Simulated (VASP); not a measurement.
Set up this calculation in VASP 6.6.1, as the native input.

- Task: single point
- Functional: LDA
- Potentials or basis: VASP PAW LDA potentials, release 64 (Si, O)
- Cutoff: 520 eV
- k mesh: 10 × 10 × 10
- Occupations: fermi-dirac, width 0.02 eV
- Spin: no spin polarisation
- Dipole correction: no
- Further INCAR settings: ALGO = Normal; EDIFF = 1e-06; NBANDS = 25

The structure of SiO2 lies in POSCAR:

```
SiO2
1.0
   -1.7349838158      1.7349838158      4.1921491235
    1.7349838158     -1.7349838158      4.1921491235
    1.7349838158      1.7349838158     -4.1921491235
Si O
2 4
Direct
    0.7500000000      0.2500000000      0.5000000000
    0.0000000000      0.0000000000      0.0000000000
    0.5410983219      0.0410983219      0.5000000000
    0.7910983219      0.7910983219      0.0000000000
    0.2089016781      0.2089016781      0.0000000000
    0.9589016781      0.4589016781      0.5000000000
```

One way to write it, as run:

INCAR

```
SYSTEM = SiO2
  ALGO = Normal
  EDIFF = 1E-6
  ENCUT = 520
  ISIF = 2
  ISMEAR = -1
  LASPH = .True.
  LCHARG = .False.
  LREAL = .False.
  LWAVE = .False.
  NBANDS = 25
  NELM = 80
  PREC = Accurate
  SIGMA = 0.02
```

KPOINTS

```
k-points
0
Gamma
  10 10 10
  0 0 0
```

Potentials or basis: VASP PAW LDA potentials, release 64 (Si, O).

The run is started by

```sh
$ cat potpaw_LDA.64/Si/POTCAR potpaw_LDA.64/O/POTCAR > POTCAR
$ mpirun -np 1 vasp_std > vasp.out
```

Results of the run:

The pressure is 1.0 GPa and the largest force is 0.034 eV/Å. The band gap on the k mesh is 6.51 eV (least direct gap 7.26 eV).

It took 120 s on 1 thread of Intel(R) Xeon(R) Platinum 8259CL CPU @ 2.50GHz (Skylake/Cascade Lake), on a shared host, peak memory 0.22 GiB.
